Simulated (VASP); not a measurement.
CsBe3, 4 atoms in the cell. Symmetry: Pm-3m, No. 221, cubic system. The conventional cell has a = 5.208 Å, b = 5.208 Å, c = 5.208 Å, α = 90.00°, β = 90.00°, γ = 90.00°. Cs (site symmetry m-3m) has 12 Be at 3.68 Å within 4.8 Å. Within 4.8 Å of Be (site symmetry 4/mmm) lie 4 Cs at 3.68 Å and 8 Be at 3.68 Å.  This cell differs from its parent crystal: Ba replaced by Be, lengths x 0.759, strained.

| Item | Value |
| --- | --- |
| Program | VASP 6.6.1 |
| Task | single point |
| Functional | PBEsol |
| Potentials or basis | VASP PAW PBE potentials, release 64 (Cs_sv, Be) |
| Cutoff | 520 eV |
| k mesh | 4 × 4 × 4 |
| Occupations | gaussian, width 0.1 eV |
| Spin | no spin polarisation |
| Dipole correction | no |
| Further INCAR settings | ALGO = Normal; EDIFF = 1e-07; NBANDS = 16 |

Potentials or basis: VASP PAW PBE potentials, release 64 (Cs_sv, Be).

The run is started by

```sh
$ cat potpaw_PBE.64/Cs_sv/POTCAR potpaw_PBE.64/Be/POTCAR > POTCAR
$ mpirun -np 1 vasp_std > vasp.out
```

Hardware: 1 thread of AMD EPYC 9R45 96-Core Processor (Zen 5) (shared host).

Question: How long does it take, and how much memory?

Answer: It took 14 s on 1 thread of AMD EPYC 9R45 96-Core Processor (Zen 5) (shared host), peak memory 0.2 GiB. Counts: scf iterations 12, k points 10.
